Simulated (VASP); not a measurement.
Li3Au, 4 atoms in the cell. It takes space group Fm-3m (No. 225, cubic). The conventional cell has a = 6.260 Å, b = 6.260 Å, c = 6.260 Å, α = 90.00°, β = 90.00°, γ = 90.00°. Li (site symmetry -43m) has 10 Li at 2.71 to 3.13 Å and 4 Au at 2.71 Å within 3.6 Å. Li (site symmetry m-3m) has 8 Li at 2.71 Å and 6 Au at 3.13 Å within 3.6 Å. Within 3.6 Å of Au (site symmetry m-3m) lie 14 Li at 2.71 to 3.13 Å.  This cell differs from its parent crystal: volume scaled by 0.98.

- Program: VASP 6.6.1
- Task: electric field gradients
- Functional: PBEsol
- Potentials or basis: VASP PAW PBE potentials, release 64 (Li_sv, Au)
- Cutoff: 520 eV
- k mesh: 10 × 10 × 10
- Occupations: fermi-dirac, width 0.03 eV
- Spin: no spin polarisation
- Dipole correction: no
- Further INCAR settings: ALGO = Normal; EDIFF = 1e-08; NBANDS = 18

Potentials or basis: VASP PAW PBE potentials, release 64 (Li_sv, Au).

The run is started by

```bash
$ cat potpaw_PBE.64/Li_sv/POTCAR potpaw_PBE.64/Au/POTCAR > POTCAR
$ mpirun -np 1 vasp_std > vasp.out
```

Hardware: 1 thread of AMD EPYC 7R13, with other jobs on the host.

Problem. How long does it take, and how much memory?

Solution. Run time: 110 s on 1 thread of AMD EPYC 7R13, with other jobs on the host, peak memory 0.2 GiB. Counts: scf iterations 16, k points 47.
